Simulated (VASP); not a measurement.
# Al3Cu2 in VASP: a series of runs

The runs below take Al3Cu2 through single point, with PBEsol.

Program: VASP 6.6.1. These are calculated values, not measurements. Logs are shortened: lines on timing, memory, paths and dates and some standing lists are left out, and cuts for length are marked.

## 1. The cell of the first run

The structure is trigonal, space group P-3m1 (No. 164). The conventional cell has a = 4.092 Å, b = 4.092 Å, c = 4.993 Å, α = 90.00°, β = 90.00°, γ = 120.00°. Within 3.3 Å of Al (site symmetry -3m) lie 6 Cu at 2.49 Å and 6 Al at 2.94 Å. Al (site symmetry 3m) has 5 Cu at 2.44 to 2.55 Å and 6 Al at 2.80 to 2.94 Å within 3.2 Å. Within 3.2 Å of Cu (site symmetry 3m) lie 8 Al at 2.44 to 2.55 Å and 3 Cu at 2.85 Å.

## 2. Single point, PBEsol

File INCAR:

```
PREC = Accurate
ENCUT = 520
EDIFF = 1E-6
ISMEAR = 0
SIGMA = 0.05
LREAL = False
LASPH = True
NELM = 100
ALGO = Normal
ISIF = 2
LWAVE = False
LCHARG = False
GGA = PS
NBANDS = 24
```

File KPOINTS:

```
regular mesh
0
Gamma
  9 9 8
```

File POSCAR:

```
Al3Cu2
1.0
    4.0919516368      0.0000000000      0.0000000000
   -2.0459758184      3.5437340685      0.0000000000
    0.0000000000      0.0000000000      4.9927787000
Al Cu
3 2
Direct
    0.0000000000      0.0000000000      0.0000000000
    0.3333333300      0.6666666700      0.3499253500
    0.6666666700      0.3333333300      0.6500746500
    0.3333333300      0.6666666700      0.8395121300
    0.6666666700      0.3333333300      0.1604878700
```

Potentials or basis: VASP PAW PBE potentials, release 64 (Al, Cu).

The run is started by

```console
cat potpaw_PBE.64/Al/POTCAR potpaw_PBE.64/Cu/POTCAR > POTCAR
mpirun -np 1 vasp_std > vasp.out
```

OUTCAR:

```text
PREC = Accurate
   ENCUT = 520
   EDIFF = 1E-6
   ISMEAR = 0
   LREAL = False
   LASPH = True
   NELM = 100
   ISIF = 2
   GGA = PS

 ion  position               nearest neighbor table
   1  0.000  0.000  0.000-   4 2.49   5 2.49   4 2.49   5 2.49   5 2.49   4 2.49   2 2.94   3 2.94
                             2 2.94   3 2.94   2 2.94   3 2.94
   2  0.333  0.667  0.350-   4 2.44   5 2.54   5 2.54   5 2.54   4 2.55   3 2.80   3 2.80   3 2.80
                             1 2.94   1 2.94   1 2.94
   3  0.667  0.333  0.650-   5 2.44   4 2.54   4 2.54   4 2.54   5 2.55   2 2.80   2 2.80   2 2.80
                             1 2.94   1 2.94   1 2.94
   4  0.333  0.667  0.840-   2 2.44   1 2.49   1 2.49   1 2.49   3 2.54   3 2.54   3 2.54   2 2.55

   5  0.667  0.333  0.160-   3 2.44   1 2.49   1 2.49   1 2.49   2 2.54   2 2.54   2 2.54   3 2.55

  LATTYP: Found a hexagonal cell.
 ALAT       =     4.0919516368
 C/A-ratio  =     1.2201460680

  Lattice vectors:

 A1 = (   4.0919516368,   0.0000000000,   0.0000000000)
 A2 = (  -2.0459758184,   3.5437340685,   0.0000000000)
 A3 = (   0.0000000000,   0.0000000000,   4.9927787000)

Analysis of symmetry for initial positions (statically):
=====================================================================
 Subroutine PRICEL returns:
 Original cell was already a primitive cell.

 Routine SETGRP: Setting up the symmetry group for a
 hexagonal supercell.

 Subroutine GETGRP returns: Found 12 space group operations
 (whereof 12 operations were pure point group operations)
 out of a pool of 24 trial point group operations.

The static configuration has the point symmetry D_3d.

Analysis of symmetry for dynamics (positions and initial velocities):
=====================================================================
 Subroutine PRICEL returns:
 Original cell was already a primitive cell.

 Routine SETGRP: Setting up the symmetry group for a
 hexagonal supercell.

 Subroutine GETGRP returns: Found 12 space group operations
 (whereof 12 operations were pure point group operations)
 out of a pool of 24 trial point group operations.

The dynamic configuration has the point symmetry D_3d.

 Subroutine INISYM returns: Found 12 space group operations
 (whereof 12 operations are pure point group operations),
 and found     1 'primitive' translations

----------------------------------------------------------------------------------------

                                     Primitive cell

  volume of cell :      72.3992

  direct lattice vectors                    reciprocal lattice vectors
     4.091951637  0.000000000  0.000000000     0.244382165  0.141094109  0.000000000
    -2.045975818  3.543734069  0.000000000     0.000000000  0.282188217  0.000000000
     0.000000000  0.000000000  4.992778700     0.000000000  0.000000000  0.200289270

  length of vectors
     4.091951637  4.091951637  4.992778700     0.282188217  0.282188217  0.200289270

  position of ions in fractional coordinates (direct lattice)
     0.000000000  0.000000000  0.000000000
     0.333333330  0.666666670  0.349925350
     0.666666670  0.333333330  0.650074650
     0.333333330  0.666666670  0.839512130
     0.666666670  0.333333330  0.160487870

  ion indices of the primitive-cell ions
   primitive index   ion index
                 1           1
                 2           2
                 3           3
                 4           4
                 5           5

----------------------------------------------------------------------------------------

 KPOINTS: regular mesh

Automatic generation of k-mesh.
 Grid dimensions read from file:
 generate k-points for:    9    9    8

 Generating k-lattice:

  Cartesian coordinates                     Fractional coordinates (reciprocal lattice)
     0.027153574  0.015677123  0.000000000     0.111111111  0.000000000  0.000000000
     0.000000000  0.031354246  0.000000000     0.000000000  0.111111111  0.000000000
     0.000000000  0.000000000  0.025036159     0.000000000  0.000000000  0.125000000

  Length of vectors
     0.031354246  0.031354246  0.025036159

  Shift w.r.t. Gamma in fractional coordinates (k-lattice)
     0.000000000  0.000000000  0.000000000

 Subroutine IBZKPT returns following result:
 ===========================================

 Found     81 irreducible k-points:

 Following reciprocal coordinates:
            Coordinates               Weight
  0.000000  0.000000  0.000000      1.000000
  0.111111  0.000000  0.000000      6.000000
  0.222222  0.000000  0.000000      6.000000
  0.333333  0.000000  0.000000      6.000000
  0.444444  0.000000  0.000000      6.000000
  0.111111  0.111111  0.000000      6.000000
[... 16 lines left out ...]
  0.222222  0.111111  0.125000     12.000000
 -0.111111  0.333333  0.125000     12.000000
 [... further k-points ...]
   k-points           NKPTS =     81   k-points in BZ     NKDIM =     81   number of bands    NBANDS=     24
   number of dos      NEDOS =    301   number of ions     NIONS =      5
   total plane-waves  NPLWV =  36000
   dimension x,y,z NGX =    30 NGY =   30 NGZ =   40
   dimension x,y,z NGXF=    60 NGYF=   60 NGZF=   80
   ions per type =               3   2
   NGX,Y,Z   is equivalent  to a cutoff of  12.19, 12.19, 13.32 a.u.
   NGXF,Y,Z  is equivalent  to a cutoff of  24.38, 24.38, 26.64 a.u.
 SYSTEM =  unknown system
   PREC   = accura    normal or accurate (medium, high low for compatibility)
   ISTART =      0    job   : 0-new  1-cont  2-samecut
   ICHARG =      2    charge: 1-file 2-atom 10-const
   ISPIN  =      1    spin polarized calculation?
   LNONCOLLINEAR =      F non collinear calculations
   LSORBIT =      F    spin-orbit coupling
   LASPH  =      T    aspherical Exc in radial PAW
   ENCUT  =  520.0 eV  38.22 Ry    6.18 a.u.   7.61  7.61  9.28*2*pi/ulx,y,z
   NELM   =    100;   NELMIN=  2; NELMDL= -5     # of ELM steps
   EDIFF  = 0.1E-05   stopping-criterion for ELM
   LREAL  =      F    real-space projection
   EDIFFG = 0.1E-04   stopping-criterion for IOM
   NSW    =      0    number of steps for IOM
   IBRION =     -1    ionic relax: 0-MD 1-quasi-New 2-CG
   NFREE  =      0    steps in history (QN), initial steepest desc. (CG)
   ISIF   =      2    stress and relaxation
   ISYM   =      2    0-nonsym 1-usesym 2-fastsym
   POTIM  = 0.5000    time-step for ionic-motion
   TEBEG  =    0.0;   TEEND  =   0.0 temperature during run
   PSTRESS=    0.0 pullay stress
   NELECT =      31.0000    total number of electrons
   NUPDOWN=      -1.0000    fix difference up-down
   EMIN   =  10.00;   EMAX   =-10.00  energy-range for DOS
   EFERMI =   0.00;   METHOD = LEGACY
   ISMEAR =     0;   SIGMA  =   0.05  broadening in eV -4-tet -1-fermi 0-gaus
   EFERMI_NEDOS =   21; number of points for ismear=-14 and -15
   IALGO  =     38    algorithm
   IMIX   =      4    mixing-type and parameters
     AMIX     =   0.40;   BMIX     =  1.00
     AMIX_MAG =   1.60;   BMIX_MAG =  1.00
  volume/ion in A,a.u.               =      14.48        97.71
  Fermi-wavevector in a.u.,A,eV,Ry     =   1.233912  2.331755 20.715388  1.522538
  Thomas-Fermi vector in A             =   2.368623
   LORBIT       =      0    0 simple, 1 ext, 2 COOP (PROOUT), +10 PAW based schemes
   GGA     = PS    functional components
   LHFCALC =     F    Hartree Fock is set to
   AEXX    =    0.0000 exact exchange contribution
   IVDW    =     0    specifies the selected vdW correction
   LEPSILON=     F    determine dielectric tensor
   LRPA    =     F    only Hartree local field effects (RPA)
 non-spin polarized calculation
 Gauss-broadening in eV      SIGMA  =   0.05
  energy-cutoff  :      520.00
  volume of cell :       72.40
 maximum number of plane-waves:      2010
   NGX = 15   NGY = 15   NGZ = 19

 number of electron      30.9999996 magnetization

 Free energy of the ion-electron system (eV)
  ---------------------------------------------------
  ext. energy  EPLUGINS =         0.00000000
  ---------------------------------------------------
  free energy    TOTEN  =       -21.71642290 eV

  energy without entropy =      -21.71489041  energy(sigma->0) =      -21.71565665

 E-fermi :   8.3004     XC(G=0): -11.0720

 val. band max:        8.2965026291   @ k =   0.3333   0.1111   0.2500
 cond. band min:       8.3091822376   @ k =   0.1111   0.1111   0.5000
 fundamental gap:      0.0126796085
 Fermi energy:         8.3003976994

 k-point     1 :       0.0000    0.0000    0.0000
  band No.  band energies     occupation
      1      -2.9585      2.00000
      2       1.8609      2.00000
      3       2.4040      2.00000
      4       2.9513      2.00000
      5       2.9513      2.00000
      6       3.3076      2.00000
[... 16 lines left out ...]
     23      14.1555      0.00000
     24      14.1555      0.00000

 k-point     2 :       0.1111    0.0000    0.0000
  band No.  band energies     occupation
      1      -2.8117      2.00000
      2       1.9351      2.00000
      3       2.3908      2.00000
      4       2.9837      2.00000
      5       2.9958      2.00000
      6       3.2773      2.00000
[... 16 lines left out ...]
     23      13.7731      0.00000
     24      13.8191      0.00000

 k-point     3 :       0.2222    0.0000    0.0000
  band No.  band energies     occupation
      1      -2.3748      2.00000
      2       2.0988      2.00000
      3       2.2855      2.00000
      4       3.0056      2.00000
      5       3.1190      2.00000
      6       3.2331      2.00000
[... 16 lines left out ...]
     23      13.4781      0.00000
     24      14.0219      0.00000
[... 514 lines left out ...]
 k-point    23 :       0.2222    0.1111    0.1250
  band No.  band energies     occupation
      1      -1.8572      2.00000
      2       1.8586      2.00000
      3       2.3289      2.00000
      4       2.6454      2.00000
      5       3.1962      2.00000
      6       3.3374      2.00000
[... 16 lines left out ...]
     23      15.3627      0.00000
     24      15.6788      0.00000

 k-point    24 :      -0.1111    0.3333    0.1250
  band No.  band energies     occupation
      1      -1.8559      2.00000
      2       1.8529      2.00000
      3       2.1566      2.00000
      4       2.9606      2.00000
      5       3.1544      2.00000
      6       3.2492      2.00000
[... 16 lines left out ...]
     23      14.9517      0.00000
     24      15.7159      0.00000

 [... further k-points ...]

------------------------ aborting loop because EDIFF is reached ----------------------------------------

  FORCE on cell =-STRESS in cart. coord.  units (eV):
  Direction    XX          YY          ZZ          XY          YZ          ZX
  --------------------------------------------------------------------------------------
  -------------------------------------------------------------------------------------
  Total        0.2085877      0.2085877      0.1972490      0.0000000     -0.0000000      0.0000000
  in kB        4.6159945      4.6159945      4.3650729      0.0000000     -0.0000000      0.0000000
  external PRESSURE =       4.5323540 kB  Pullay stress =       0.0000000 kB

 VOLUME and BASIS-vectors are now :
 -----------------------------------------------------------------------------
  energy-cutoff  :      520.00
  volume of cell :       72.40
      direct lattice vectors                 reciprocal lattice vectors
     4.091951637  0.000000000  0.000000000     0.244382165  0.141094109  0.000000000
    -2.045975818  3.543734069  0.000000000     0.000000000  0.282188217  0.000000000
     0.000000000  0.000000000  4.992778700     0.000000000  0.000000000  0.200289270

 POSITION                                       TOTAL-FORCE (eV/Angst)
 -----------------------------------------------------------------------------------
      0.00000      0.00000      0.00000        -0.000000      0.000000      0.000000
     -0.00000      2.36249      1.74710        -0.000000      0.000000      0.002445
      2.04598      1.18124      3.24568         0.000000      0.000000     -0.002445
     -0.00000      2.36249      4.19150        -0.000000      0.000000      0.051471
      2.04598      1.18124      0.80128         0.000000     -0.000000     -0.051471
 -----------------------------------------------------------------------------------
    total drift:                                0.000000     -0.000000      0.000000

  FREE ENERGIE OF THE ION-ELECTRON SYSTEM (eV)
  ---------------------------------------------------
  free  energy   TOTEN  =       -21.7164228954 eV

  energy  without entropy=      -21.7148904071  energy(sigma->0) =      -21.71565665
```

Run time: 2.6 min. Hardware: 1 thread of Intel Xeon Platinum 8375C at 2.90GHz (Ice Lake), shared host; peak memory 0.25 GiB.

Results:

```
Free energy            : -21.7164 eV
Pressure               : 0.5 GPa
Largest force          : 0.051 eV/Å
Band gap on the k mesh : zero (an odd number of electrons rules out a gap without spin polarisation)
```

Forces in eV/Å, atoms in the order of the input:
```
Al   0.000  0.000  0.000
Al   0.000  0.000  0.002
Al   0.000  0.000 -0.002
Cu   0.000  0.000  0.051
Cu   0.000  0.000 -0.051
```

Levels at points of the mesh, in eV from the Fermi level:
| k point | band 13 | band 14 | band 15 | band 16 | band 17 | band 18 |
| --- | --- | --- | --- | --- | --- | --- |
| (0.00, 0.00, 0.00) | -3.62 | -0.16 | -0.16 | 1.37 | 1.37 | 2.56 |
| (0.00, 0.00, 0.50) | 1.22 | 1.22 | 1.35 | 1.35 | 1.80 | 2.45 |

Caveat: the PAW data sets were made with another functional, which shifts forces and pressure a little.

(Part 1 of 2 ends here.)
